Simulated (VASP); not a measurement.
# Sb (R-3m) in VASP: a series of runs

The runs below take Sb through electric field gradients, with PBEsol.

All numbers are computed with VASP 6.6.1; they aren't measurements. Logs are shortened: lines on timing, memory, paths and dates and some standing lists are left out, and cuts for length are marked.

### 1 The cell of the first run

Symmetry: R-3m, No. 166, trigonal system. The conventional cell has a = 4.315 Å, b = 4.315 Å, c = 11.269 Å, α = 90.00°, β = 90.00°, γ = 120.00°. Within 3.8 Å of Sb (site symmetry 3m) lie 6 Sb at 2.91 to 3.36 Å.

### 2 Electric field gradients, PBEsol (30.29 Å³/atom)

INCAR reads:

```
PREC = Accurate
ENCUT = 520
EDIFF = 1E-8
ISMEAR = -1
SIGMA = 0.05
LREAL = F
LASPH = T
NELM = 100
ALGO = Normal
ISIF = 2
LWAVE = F
LCHARG = F
GGA = PS
LEFG = T
NBANDS = 12
```

KPOINTS reads:

```
Automatic mesh
0
Gamma
  9 9 9
```

POSCAR reads:

```
Sb
1.0
    2.1577452361      1.2457747929      3.7564386296
   -2.1577452361      1.2457747929      3.7564386296
    0.0000000000     -2.4915495857      3.7564386296
Sb
2
Direct
    0.2336400000      0.2336400000      0.2336400000
    0.7663600000      0.7663600000      0.7663600000
```

Potentials or basis: VASP PAW PBE potentials, release 64 (Sb).

Run with:

```sh
$ cat potpaw_PBE.64/Sb/POTCAR > POTCAR
$ mpirun -np 1 vasp_std > vasp.out
```

OUTCAR:

```text
PREC = Accurate
   ENCUT = 520
   EDIFF = 1E-8
   ISMEAR = -1
   LREAL = F
   LASPH = T
   NELM = 100
   ISIF = 2
   GGA = PS

 ion  position               nearest neighbor table
   1  0.234  0.234  0.234-   2 2.91   2 2.91   2 2.91   2 3.36   2 3.36   2 3.36
   2  0.766  0.766  0.766-   1 2.91   1 2.91   1 2.91   1 3.36   1 3.36   1 3.36

  LATTYP: Found a trigonal (rhomboedric) cell.
 ALAT       =     4.5076213812
 COS(alpha) =     0.5417151843

  Lattice vectors:

 A1 = (   2.1577452361,   1.2457747929,   3.7564386296)
 A2 = (  -2.1577452361,   1.2457747929,   3.7564386296)
 A3 = (   0.0000000000,  -2.4915495857,   3.7564386296)

Analysis of symmetry for initial positions (statically):
=====================================================================
 Subroutine PRICEL returns:
 Original cell was already a primitive cell.

 Routine SETGRP: Setting up the symmetry group for a
 trigonal (rhombohedral) supercell.

 Subroutine GETGRP returns: Found 12 space group operations
 (whereof 12 operations were pure point group operations)
 out of a pool of 12 trial point group operations.

The static configuration has the point symmetry D_3d.

Analysis of symmetry for dynamics (positions and initial velocities):
=====================================================================
 Subroutine PRICEL returns:
 Original cell was already a primitive cell.

 Routine SETGRP: Setting up the symmetry group for a
 trigonal (rhombohedral) supercell.

 Subroutine GETGRP returns: Found 12 space group operations
 (whereof 12 operations were pure point group operations)
 out of a pool of 12 trial point group operations.

The dynamic configuration has the point symmetry D_3d.

 Subroutine INISYM returns: Found 12 space group operations
 (whereof 12 operations are pure point group operations),
 and found     1 'primitive' translations

----------------------------------------------------------------------------------------

                                     Primitive cell

  volume of cell :      60.5853

  direct lattice vectors                    reciprocal lattice vectors
     2.157745236  1.245774793  3.756438630     0.231723371  0.133785551  0.088736531
    -2.157745236  1.245774793  3.756438630    -0.231723371  0.133785551  0.088736531
     0.000000000 -2.491549586  3.756438630     0.000000000 -0.267571101  0.088736531

  length of vectors
     4.507621381  4.507621381  4.507621381     0.281901519  0.281901519  0.281901519

  position of ions in fractional coordinates (direct lattice)
     0.233640000  0.233640000  0.233640000
     0.766360000  0.766360000  0.766360000

  ion indices of the primitive-cell ions
   primitive index   ion index
                 1           1
                 2           2

----------------------------------------------------------------------------------------

 KPOINTS: Automatic mesh

Automatic generation of k-mesh.
 Grid dimensions read from file:
 generate k-points for:    9    9    9

 Generating k-lattice:

  Cartesian coordinates                     Fractional coordinates (reciprocal lattice)
     0.025747041  0.014865061  0.009859615     0.111111111  0.000000000  0.000000000
    -0.025747041  0.014865061  0.009859615     0.000000000  0.111111111  0.000000000
     0.000000000 -0.029730122  0.009859615     0.000000000  0.000000000  0.111111111

  Length of vectors
     0.031322391  0.031322391  0.031322391

  Shift w.r.t. Gamma in fractional coordinates (k-lattice)
     0.000000000  0.000000000  0.000000000

 Subroutine IBZKPT returns following result:
 ===========================================

 Found     85 irreducible k-points:

 Following reciprocal coordinates:
            Coordinates               Weight
  0.000000  0.000000  0.000000      1.000000
  0.111111  0.000000  0.000000      6.000000
  0.222222 -0.000000  0.000000      6.000000
  0.333333 -0.000000 -0.000000      6.000000
  0.444444 -0.000000  0.000000      6.000000
  0.111111  0.111111  0.000000      6.000000
[... 16 lines left out ...]
 -0.333333  0.333333  0.000000      6.000000
  0.444444  0.444444  0.000000      6.000000
 [... further k-points ...]
   k-points           NKPTS =     85   k-points in BZ     NKDIM =     85   number of bands    NBANDS=     12
   number of dos      NEDOS =    301   number of ions     NIONS =      2
   total plane-waves  NPLWV =  46656
   dimension x,y,z NGX =    36 NGY =   36 NGZ =   36
   dimension x,y,z NGXF=    72 NGYF=   72 NGZF=   72
   ions per type =               2
   NGX,Y,Z   is equivalent  to a cutoff of  13.28, 13.28, 13.28 a.u.
   NGXF,Y,Z  is equivalent  to a cutoff of  26.55, 26.55, 26.55 a.u.
 SYSTEM =  unknown system
   PREC   = accura    normal or accurate (medium, high low for compatibility)
   ISTART =      0    job   : 0-new  1-cont  2-samecut
   ICHARG =      2    charge: 1-file 2-atom 10-const
   ISPIN  =      1    spin polarized calculation?
   LNONCOLLINEAR =      F non collinear calculations
   LSORBIT =      F    spin-orbit coupling
   LASPH  =      T    aspherical Exc in radial PAW
   ENCUT  =  520.0 eV  38.22 Ry    6.18 a.u.   8.38  8.38  8.38*2*pi/ulx,y,z
   NELM   =    100;   NELMIN=  2; NELMDL= -5     # of ELM steps
   EDIFF  = 0.1E-07   stopping-criterion for ELM
   LREAL  =      F    real-space projection
   EDIFFG = 0.1E-06   stopping-criterion for IOM
   NSW    =      0    number of steps for IOM
   IBRION =     -1    ionic relax: 0-MD 1-quasi-New 2-CG
   NFREE  =      0    steps in history (QN), initial steepest desc. (CG)
   ISIF   =      2    stress and relaxation
   ISYM   =      2    0-nonsym 1-usesym 2-fastsym
   POTIM  = 0.5000    time-step for ionic-motion
   TEBEG  =    0.0;   TEEND  =   0.0 temperature during run
   PSTRESS=    0.0 pullay stress
   NELECT =      10.0000    total number of electrons
   NUPDOWN=      -1.0000    fix difference up-down
   EMIN   =  10.00;   EMAX   =-10.00  energy-range for DOS
   EFERMI =   0.00;   METHOD = LEGACY
   ISMEAR =    -1;   SIGMA  =   0.05  broadening in eV -4-tet -1-fermi 0-gaus
   EFERMI_NEDOS =   21; number of points for ismear=-14 and -15
   IALGO  =     38    algorithm
   IMIX   =      4    mixing-type and parameters
     AMIX     =   0.40;   BMIX     =  1.00
     AMIX_MAG =   1.60;   BMIX_MAG =  1.00
  volume/ion in A,a.u.               =      30.29       204.42
  Fermi-wavevector in a.u.,A,eV,Ry     =   0.898019  1.697011 10.972268  0.806439
  Thomas-Fermi vector in A             =   2.020676
   LORBIT       =      0    0 simple, 1 ext, 2 COOP (PROOUT), +10 PAW based schemes
   GGA     = PS    functional components
   LHFCALC =     F    Hartree Fock is set to
   AEXX    =    0.0000 exact exchange contribution
   IVDW    =     0    specifies the selected vdW correction
   LEPSILON=     F    determine dielectric tensor
   LRPA    =     F    only Hartree local field effects (RPA)
 non-spin polarized calculation
  energy-cutoff  :      520.00
  volume of cell :       60.59
 maximum number of plane-waves:      1645
 NGX is ok and might be reduce to    36
   NGX = 17   NGY = 17   NGZ = 17

 number of electron      10.0000000 magnetization

 Free energy of the ion-electron system (eV)
  ---------------------------------------------------
  ext. energy  EPLUGINS =         0.00000000
  ---------------------------------------------------
  free energy    TOTEN  =        -9.11812890 eV

  energy without entropy =       -9.11648121  energy(sigma->0) =       -9.11730505

 E-fermi :   7.0732     XC(G=0):  -9.6526

 val. band max:        7.0135646129   @ k =   0.3333   0.2222   0.2222
 cond. band min:       7.0994003043   @ k =   0.4444  -0.0000   0.0000
 fundamental gap:      0.0858356914
 Fermi energy:         7.0731916887

 k-point     1 :       0.0000    0.0000    0.0000
  band No.  band energies     occupation
      1      -5.6127      2.00000
      2       2.2755      2.00000
      3       5.0586      2.00000
      4       5.3101      2.00000
      5       5.3101      2.00000
      6       9.1623      0.00000
      7       9.7892      0.00000
      8       9.7892      0.00000
      9      12.1538      0.00000
     10      12.1538      0.00000
     11      12.3100      0.00000
     12      13.5792      0.00000

 k-point     2 :       0.1111    0.0000    0.0000
  band No.  band energies     occupation
      1      -5.4767      2.00000
      2       1.6879      2.00000
      3       5.0951      2.00000
      4       5.2777      2.00000
      5       5.5303      2.00000
      6       9.0877      0.00000
      7       9.4261      0.00000
      8       9.4697      0.00000
      9      11.6544      0.00000
     10      12.0812      0.00000
     11      12.2090      0.00000
     12      14.5189      0.00000

 k-point     3 :       0.2222   -0.0000    0.0000
  band No.  band energies     occupation
      1      -5.0719      2.00000
      2       0.4430      2.00000
      3       5.1053      2.00000
      4       5.2145      2.00000
      5       5.9314      2.00000
      6       8.5244      0.00000
      7       8.6718      0.00000
      8       8.7427      0.00000
      9      11.7794      0.00000
     10      12.3720      0.00000
     11      12.8362      0.00000
     12      16.3655      0.00000
[... 286 lines left out ...]
 k-point    23 :      -0.3333    0.3333    0.0000
  band No.  band energies     occupation
      1      -2.5748      2.00000
      2      -2.3981      2.00000
      3       2.0330      2.00000
      4       4.2891      2.00000
      5       4.5326      2.00000
      6       9.2626      0.00000
      7       9.6046      0.00000
      8      12.1939      0.00000
      9      12.4806      0.00000
     10      13.5277      0.00000
     11      14.8985      0.00000
     12      17.0863      0.00000

 k-point    24 :       0.4444    0.4444    0.0000
  band No.  band energies     occupation
      1      -3.4001      2.00000
      2      -0.8003      2.00000
      3       1.8291      2.00000
      4       3.4181      2.00000
      5       3.4827      2.00000
      6       8.6148      0.00000
      7      11.9390      0.00000
      8      12.4923      0.00000
      9      13.5443      0.00000
     10      15.6784      0.00000
     11      16.6871      0.00000
     12      17.8927      0.00000

 [... further k-points ...]

------------------------ aborting loop because EDIFF is reached ----------------------------------------

  FORCE on cell =-STRESS in cart. coord.  units (eV):
  Direction    XX          YY          ZZ          XY          YZ          ZX
  --------------------------------------------------------------------------------------
  -------------------------------------------------------------------------------------
  Total        0.0643607      0.0643607     -0.1095768      0.0000000     -0.0000000      0.0000000
  in kB        1.7020190      1.7020190     -2.8977570      0.0000000     -0.0000000      0.0000000
  external PRESSURE =       0.1687603 kB  Pullay stress =       0.0000000 kB

 VOLUME and BASIS-vectors are now :
 -----------------------------------------------------------------------------
  energy-cutoff  :      520.00
  volume of cell :       60.59
      direct lattice vectors                 reciprocal lattice vectors
     2.157745236  1.245774793  3.756438630     0.231723371  0.133785551  0.088736531
    -2.157745236  1.245774793  3.756438630    -0.231723371  0.133785551  0.088736531
     0.000000000 -2.491549586  3.756438630     0.000000000 -0.267571101  0.088736531

 POSITION                                       TOTAL-FORCE (eV/Angst)
 -----------------------------------------------------------------------------------
      0.00000      0.00000      2.63296         0.000000      0.000000      0.146929
      0.00000      0.00000      8.63635         0.000000     -0.000000     -0.146929
 -----------------------------------------------------------------------------------
    total drift:                                0.000000     -0.000000      0.000000

  FREE ENERGIE OF THE ION-ELECTRON SYSTEM (eV)
  ---------------------------------------------------
  free  energy   TOTEN  =        -9.1181289015 eV

  energy  without entropy=       -9.1164812066  energy(sigma->0) =       -9.11730505

 Electric field gradients (V/A^2)
---------------------------------------------------------------------
 ion       V_xx      V_yy      V_zz      V_xy      V_xz      V_yz
---------------------------------------------------------------------
   1      21.515    21.515   -43.030    -0.000    -0.000    -0.000
   2      21.515    21.515   -43.030    -0.000    -0.000    -0.000
---------------------------------------------------------------------

 Electric field gradients after diagonalization (V/A^2)
 (convention: |V_zz| > |V_xx| > |V_yy|)
----------------------------------------------------------------------
 ion       V_xx      V_yy      V_zz     asymmetry (V_yy - V_xx)/ V_zz
----------------------------------------------------------------------
   1      21.515    21.515   -43.030       0.000
   2      21.515    21.515   -43.030       0.000
----------------------------------------------------------------------

           NMR quadrupolar parameters

 Cq : quadrupolar parameter    Cq=e*Q*V_zz/h
 eta: asymmetry parameters     (V_yy - V_xx)/ V_zz
 Q  : nuclear electric quadrupole moment in mb (millibarn)
----------------------------------------------------------------------
 ion       Cq(MHz)       eta       Q (mb)
----------------------------------------------------------------------
   1      -0.104       0.000       1.000
   2      -0.104       0.000       1.000
----------------------------------------------------------------------
```

It took 2.1 min on 1 thread of Intel Xeon 8259CL, shared host; peak memory 0.23 GiB.

Results:

- Free energy: -9.1181 eV
- Pressure: 0.0 GPa
- Largest force: 0.147 eV/Å
- Largest electric field gradient by atom: Sb -43.0 V/Å²

Forces in eV/Å, atoms in the order of the input:
```
Sb   0.000  0.000  0.147
Sb   0.000  0.000 -0.147
```

Levels at points of the mesh, in eV from the Fermi level:
```tsv
k point	band 1	band 2	band 3	band 4	band 5	band 6	band 7	band 8	band 9	band 10
(0.00, 0.00, 0.00)	-12.69	-4.80	-2.01	-1.76	-1.76	2.09	2.72	2.72	5.08	5.08
```

Electric field gradients, principal values (V/Å²):
```tsv
atom	least	middle	greatest (by size)
1 Sb	21.515	21.515	-43.030
2 Sb	21.515	21.515	-43.030
```

Caveat: without QUAD_EFG the Cq values of the log hold for a quadrupole moment of 1 mb, not for the nuclei; the PAW data sets were made with another functional, which shifts forces and pressure a little; spin-orbit coupling is left out, which moves the levels of the heavy elements.

(Continued in part 2 of 2.)
